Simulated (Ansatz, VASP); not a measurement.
**One calculation of BAs, two programs**

Contents of INCAR:

```
PREC     = Accurate       # precision mode
ENCUT    = 520            # plane-wave cutoff, eV
EDIFF    = 1E-6           # SCF threshold, eV
ISMEAR   = -1             # smearing method
SIGMA    = 0.05           # smearing width, eV
LREAL    = F              # projectors in reciprocal space
LASPH    = T              # aspherical terms in the spheres
NELM     = 60             # most SCF steps
ALGO     = Normal         # electronic algorithm
ISIF     = 2              # what is computed and relaxed
LWAVE    = F              # write WAVECAR
LCHARG   = F              # write CHGCAR
NBANDS   = 11             # bands
```

Contents of KPOINTS:

```
regular mesh
0
Gamma
  15 15 15
```

POSCAR

```
BAs
1.0
    0.0000000000      2.3659370215      2.3659370215
    2.3659370215      0.0000000000      2.3659370215
    2.3659370215      2.3659370215      0.0000000000
B As
1 1
Direct
    0.0000000000      0.0000000000      0.0000000000
    0.2500000000      0.2500000000      0.2500000000
```

Input for Ansatz:

```yaml
crystal:
  lattice:
    - [0.0, 2.3659370215, 2.3659370215]
    - [2.3659370215, 0.0, 2.3659370215]
    - [2.3659370215, 2.3659370215, 0.0]
  atoms:
    - { symbol: B, position: [0.0, 0.0, 0.0] }
    - { symbol: As, position: [0.25, 0.25, 0.25] }
kpoints:
  mp_grid: { grid: [15, 15, 15] }
scf:
  occupations: { method: fermi_dirac, width: 0.05 }
hamiltonian:
  xc: lda
  pseudopotentials: { kind: paw }
output:
  forces: true
  stress: true
  eigenvalues: true
  populations: true
  write_density: true
  write_potential: true
  elf: true
  volumetric_format: npy
```

Alike in both runs: task single point; functional LDA; k mesh 15 × 15 × 15; occupations fermi-dirac, width 0.05 eV; no spin polarisation.

|  | VASP | Ansatz |
| --- | --- | --- |
| version | VASP 6.6.1 | Ansatz 0.2.0 |
| potentials or method | VASP PAW LDA potentials, release 64 (B, As) | PAW with Ansatz's default frozen-core files, scalar-relativistic |
| plane-wave cutoff (eV) | 520 | 420 |
| valence electrons in the cell | 8 | 18 |

|  | VASP | Ansatz | Ansatz less VASP |
| --- | --- | --- | --- |
| pressure (GPa) | 1.0 | 0.0 | -0.96 |

LDA's correlation is that of Perdew and Zunger in VASP and of Perdew and Wang (1992) in Ansatz. VASP's potentials hold 8 valence electrons a cell and Ansatz's 18, so a difference there can come from the potentials and not from the codes.
